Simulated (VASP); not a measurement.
# Ni: single point with PBE

The system is Ni.

```xyz
2
Lattice="0.0000 2.6164 2.6164 2.6164 0.0000 2.6164 2.6164 2.6164 0.0000" Properties=species:S:1:pos:R:3 pbc="T T T"
Ni    0.6541    0.6541    0.6541
Ni    4.5787    4.5787    4.5787
```

This isn't the form of Ni at room conditions, which is fcc.

```json
{
  "Program": "VASP 6.6.1",
  "Task": "single point",
  "Functional": "PBE",
  "Potentials or basis": "VASP PAW PBE potentials, release 64 (Ni)",
  "Cutoff": "520 eV",
  "k mesh": "17 × 17 × 17",
  "Occupations": "fermi-dirac, width 0.05 eV",
  "Spin": "collinear spin, ferromagnetic start",
  "Starting moments": "[0.839, 0.839] μB"
}
```

```yaml
Pressure: -5.4 GPa
Net_moment: 1.59 μB per cell
Site_moments: Ni +0.81 μB
Valence_electrons_inside_the_program's_atomic_spheres: Ni 9.13
```

Levels at points of the mesh, in eV from the Fermi level:
Spin up:
```
           k point  band 7  band 8  band 9  band 10  band 11  band 12  band 13  band 14  band 15  band 16
(0.00, 0.00, 0.00)   -1.63   -1.63   -1.63    -0.80    -0.80    10.93    10.93    10.93    11.60    11.60
```
Spin down:
| k point | band 5 | band 6 | band 7 | band 8 | band 9 | band 10 | band 11 | band 12 | band 13 | band 14 |
| --- | --- | --- | --- | --- | --- | --- | --- | --- | --- | --- |
| (0.00, 0.00, 0.00) | -2.15 | -2.15 | -0.78 | -0.78 | -0.78 | 0.09 | 0.09 | 11.08 | 11.08 | 11.08 |

Run time: 3.8 min on 1 thread of Oxide Virtual Turin-like Processor, on a shared host, peak memory 0.26 GiB.

Caveat: the cell stands under tension.
